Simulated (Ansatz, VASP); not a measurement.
One calculation of GaAs, two programs

File INCAR:

```
SYSTEM = GaAs
PREC = Accurate
ENCUT = 500
EDIFF = 1E-6
ISMEAR = 0
SIGMA = 0.02
LREAL = .False.
LASPH = .True.
NELM = 120
ALGO = Normal
ISIF = 2
LWAVE = .False.
LCHARG = .False.
GGA = PS
NBANDS = 16
GGA_COMPAT = .False.
```

The input KPOINTS:

```
regular mesh
0
Gamma
  6 6 6
  0 0 0
```

File POSCAR:

```
GaAs
1.0
    0.0000000000      2.8291375184      2.8291375184
    2.8291375184      0.0000000000      2.8291375184
    2.8291375184      2.8291375184      0.0000000000
Ga As
1 1
Direct
    0.0000000000      0.0000000000      0.0000000000
    0.2500000000      0.2500000000      0.2500000000
```

Input for Ansatz:

```yaml
crystal:
  lattice:
    - [0.0, 2.8291375184, 2.8291375184]
    - [2.8291375184, 0.0, 2.8291375184]
    - [2.8291375184, 2.8291375184, 0.0]
  atoms:
    - { symbol: Ga, position: [0.0, 0.0, 0.0] }
    - { symbol: As, position: [0.25, 0.25, 0.25] }
basis:
  ecutwfc: 420
kpoints:
  mp_grid: { grid: [6, 6, 6] }
  band_path:
    path:
      - [0.0, 0.0, 0.0]
      - [-0.5, -0.5, 0.0]
      - [-0.375, -0.375, 0.25]
      - [-0.375, 0.0, 0.375]
      - [0.0, 0.0, 0.5]
      - [-0.5, -0.25, 0.25]
    npoints: 1
hamiltonian:
  xc: pbesol
scf:
  occupations: { method: gaussian, width: 0.02 }
  n_extra_bands: 4
output:
  forces: true
  stress: true
  eigenvalues: true
```

Alike in both runs: task single point; functional PBEsol; k mesh 6 × 6 × 6; occupations gaussian, width 0.02 eV; no spin polarisation.

|  | VASP | Ansatz |
| --- | --- | --- |
| version | VASP 6.6.1 | Ansatz 0.2.0 |
| potentials or method | VASP PAW PBE potentials, release 64 (Ga_d, As), cutoff 500 eV | scalar-relativistic, plane waves, PAW |
| valence electrons in the cell | 18 | 28 |

Ansatz gave:

| Item | Value |
| --- | --- |
| gap on the k mesh at the Fermi level (eV) | 0.42 |
| least direct gap on the mesh (eV) | 0.42 |
| pressure (GPa) | 0.0 |

Task: What did VASP give for the same quantities?

Result: gap on the k mesh at the Fermi level (eV): 0.43; least direct gap on the mesh (eV): 0.43; pressure (GPa): 0.2.

VASP's potentials were made for PBE, not for PBEsol. VASP's potentials hold 18 valence electrons a cell and Ansatz's 28, so a difference there can come from the potentials and not from the codes.
